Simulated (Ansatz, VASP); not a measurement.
## Cd2S: VASP beside Ansatz

```
Cd S
1.0
     5.21521    0.00000    0.00000
     0.00000    5.21521    0.00000
     0.00000    0.00000    5.21521
Cd S
4 2
Direct
  0.25000 0.25000 0.25000
  0.25000 0.75000 0.75000
  0.75000 0.75000 0.25000
  0.75000 0.25000 0.75000
  0.00000 0.00000 0.00000
  0.50000 0.50000 0.50000
```

Change from the starting cell: species swapped into the Au2S type (Pn-3m, No. 224).

Alike in both runs: task relaxation of cell and atoms; functional PBE; k mesh 4 × 4 × 4; occupations gaussian, width 0.1 eV; no spin polarisation.

```csv
,VASP,Ansatz
version,VASP 6.6.1,Ansatz 0.2.0
potentials or method,"VASP PAW PBE potentials, release 64 (Cd, S), cutoff 600 eV","scalar-relativistic, plane waves, PAW"
valence electrons in the cell,60,92
```

|  | VASP | Ansatz | Ansatz less VASP |
| --- | --- | --- | --- |
| gap on the k mesh at the Fermi level, each at its own relaxed structure (eV) | none | none | - |
| relaxed volume (Å³/atom) | 34.85 | 34.21 | -0.631 |
| relaxed length of the cell vector where the two differ most in proportion (Å) | 5.935 | 5.899 | -0.0360 |

A gap of «none» marks a metal or a gap that the smearing closes. VASP's potentials hold 60 valence electrons a cell and Ansatz's 92, so a difference there can come from the potentials and not from the codes.

Noted on VASP's run: the volume moved by over 15 % at a fixed basis, so the end points are rough.
